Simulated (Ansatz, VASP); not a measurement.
# CsI in VASP and in Ansatz

```
Cs I
1.0
     4.40171    0.01100    0.01100
     0.01100    4.40171    0.01100
     0.01100    0.01100    4.40171
Cs I
1 1
Direct
  0.00000 0.00000 0.00000
  0.50000 0.50000 0.50000
```

Change from the starting cell: equal xy, yz and zx engineering shears of +0.5 %.

Alike in both runs: functional LDA; k mesh 6 × 6 × 6; no spin polarisation.

Ansatz relaxed the structure, and its values are those at the end. VASP's run is a single point on that final structure, the one shown.

```csv
,VASP,Ansatz
version,VASP 6.6.1,Ansatz 0.2.0
potentials or method,"VASP PAW LDA potentials, release 64 (Cs_sv, I), cutoff 500 eV","all-electron LAPW, scalar-relativistic"
occupations,"gaussian, width 0.01 eV",fixed
```

VASP gave:

* gap on the k mesh at the Fermi level (eV): 3.77
* pressure (GPa): 0.1

Which values does Ansatz return?

gap on the k mesh at the Fermi level (eV): 3.80; pressure (GPa): 0.0.

LDA's correlation is that of Perdew and Zunger in VASP and of Perdew and Wang (1992) in Ansatz. Ansatz ran all-electron here, and VASP with PAW potentials.

Neither program's run includes spin-orbit coupling.
